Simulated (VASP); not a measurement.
Ag, 3 atoms in the cell. Symmetry: P6/mmm, No. 191, hexagonal system. Conventional cell: a = 4.423 Å, b = 4.423 Å, c = 2.641 Å, α = 90.00°, β = 90.00°, γ = 120.00°. Ag (site symmetry 6/mmm) has 14 Ag at 2.64 to 2.87 Å within 3.5 Å. Ag (site symmetry -6m2) has 11 Ag at 2.55 to 2.87 Å within 3.4 Å. 

* Program: VASP 6.6.1
* Task: single point
* Functional: PBE
* Potentials or basis: VASP PAW PBE potentials, release 64 (Ag)
* Cutoff: 520 eV
* k mesh: 8 × 8 × 12
* Occupations: fermi-dirac, width 0.08 eV
* Spin: no spin polarisation
* Dipole correction: no
* Further INCAR settings: ALGO = Normal; EDIFF = 1e-06; NBANDS = 24

Potentials or basis: VASP PAW PBE potentials, release 64 (Ag).

The run is started by

```bash
$ cat potpaw_PBE.64/Ag/POTCAR > POTCAR
$ mpirun -np 1 vasp_std > vasp.out
```

Hardware: 1 thread of AMD EPYC 9R45 (Zen 5) (shared host).

Q: Estimate the wall time of this run.

A: It took 74 s on 1 thread of AMD EPYC 9R45 (Zen 5) (shared host), peak memory 0.17 GiB. Counts: scf iterations 12, k points 70.
